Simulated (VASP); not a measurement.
Set up this calculation in VASP 6.6.1, as the native input.

```yaml
Task: single point
Functional: PBEsol
Potentials_or_basis: VASP PAW PBE potentials, release 64 (Ti_sv, Al)
Cutoff: 500 eV
k_mesh: 24 × 24 × 14
Occupations: gaussian, width 0.15 eV
Spin: no spin polarisation
Dipole_correction: no
Further_INCAR_settings: ALGO = Normal; EDIFF = 1e-06; NBANDS = 14
```

The structure of TiAl lies in POSCAR:

```
TiAl
1.0
    2.5630391558      0.0000000000      0.0000000000
   -1.2815195779      2.2196570199      0.0000000000
    0.0000000000      0.0000000000      4.6199447408
Ti Al
1 1
Direct
    0.0000000000      0.0000000000      0.0000000000
    0.3333333333      0.6666666667      0.5000000000
```

This cell differs from its parent crystal: strain -0.1000 x Voigt [1, 1, 0, 0, 0, 0].

The input as run:

INCAR

```
SYSTEM = TiAl
PREC     = Accurate       ! precision mode
ENCUT    = 500            ! plane-wave cutoff, eV
EDIFF    = 1E-6           ! SCF threshold, eV
ISMEAR   = 0              ! smearing method
SIGMA    = 0.15           ! smearing width, eV
LREAL    = .FALSE.        ! projectors in reciprocal space
LASPH    = .TRUE.         ! aspherical terms in the spheres
NELM     = 120            ! most SCF steps
ALGO     = Normal         ! electronic algorithm
ISIF     = 2              ! what is computed and relaxed
LWAVE    = .FALSE.        ! write WAVECAR
LCHARG   = .TRUE.         ! write CHGCAR
GGA      = PS             ! functional
LELF     = .TRUE.         ! ELF
LVHAR    = .TRUE.       
NBANDS   = 14             ! bands
GGA_COMPAT= .FALSE.
```

KPOINTS

```
regular mesh
0
G
  24 24 14
  0 0 0
```

Potentials or basis: VASP PAW PBE potentials, release 64 (Ti_sv, Al).

Run with:

```sh
$ cat potpaw_PBE.64/Ti_sv/POTCAR potpaw_PBE.64/Al/POTCAR > POTCAR
$ mpirun -np 1 vasp_std > vasp.out
```

It gave:

* Pressure: 33.3 GPa
* Band gap on the k mesh: zero (an odd number of electrons rules out a gap without spin polarisation)

Caveat: the cell differs from its parent crystal (strain -0.1000 x Voigt [1, 1, 0, 0, 0, 0]); the cell stands under pressure; the PAW data sets were made with another functional, which shifts forces and pressure a little.

It took 60 s on 1 thread of Intel(R) Xeon(R) 6975P-C (Granite Rapids) (shared host), peak memory 0.29 GiB.
